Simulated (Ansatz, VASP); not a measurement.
Two plane-wave programs on Si

```
CELL_PARAMETERS angstrom
0.00000 2.67865 2.67865
2.67865 0.00000 2.67865
2.67865 2.67865 0.00000
ATOMIC_POSITIONS crystal
Si 0.00000 0.00000 0.00000
Si 0.25000 0.25000 0.25000
```

Change from the starting cell: volume scaled by 0.96, ions relaxed.

Alike in both runs: functional PBE; k mesh 14 × 14 × 14; occupations fermi-dirac, width 0.02 eV; no spin polarisation.

Ansatz relaxed the structure, and its values are those at the end. VASP's run is a single point on that final structure, the one shown.

```csv
,VASP,Ansatz
version,VASP 6.6.1,Ansatz 0.2.0
potentials or method,"VASP PAW PBE potentials, release 64 (Si)","plane-wave PAW, scalar-relativistic"
plane-wave cutoff (eV),500,420
valence electrons in the cell,8,8
```

```csv
,VASP,Ansatz,Ansatz less VASP
pressure (GPa),6.3,6.3,+0.09
```

With one functional, cell and mesh, what is left measures potentials, basis and numerics. Ansatz's warnings: stress scf threshold loose.
